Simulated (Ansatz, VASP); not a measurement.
TePb4Se3: VASP beside Ansatz

```
Te Pb Se
1.0
     4.46928    0.00000    0.00000
     0.00000    4.46928    0.00000
     0.00000    0.00000   12.61040
Te Pb Se
1 4 3
Direct
  0.50000 0.50000 0.50000
  0.00000 0.00000 0.00000
  0.50000 0.50000 0.24250
  0.00000 0.00000 0.50000
  0.50000 0.50000 0.75750
  0.00000 0.00000 0.24773
  0.00000 0.00000 0.75227
  0.50000 0.50000 0.00000
```

Alike in both runs: functional PBE; k mesh 8 × 8 × 4; occupations gaussian, width 0.01 eV; no spin polarisation.

Ansatz relaxed the structure, and its values are those at the end. VASP's run is a single point on that final structure, the one shown.

```csv
,VASP,Ansatz
version,VASP 6.6.1,Ansatz 0.2.0
potentials or method,"VASP PAW PBE potentials, release 64 (Te, Pb_d, Se), cutoff 520 eV","scalar-relativistic, plane waves, PAW"
valence electrons in the cell,80,120
```

```tsv
	VASP	Ansatz	Ansatz less VASP
gap on the k mesh at the Fermi level (eV)	0.26	0.26	-0.004
least direct gap on the mesh (eV)	0.26	0.26	-0.004
pressure (GPa)	0.0	0.0	+0.02
```

VASP's potentials hold 80 valence electrons a cell and Ansatz's 120, so a difference there can come from the potentials and not from the codes.

Spin-orbit coupling is off throughout.
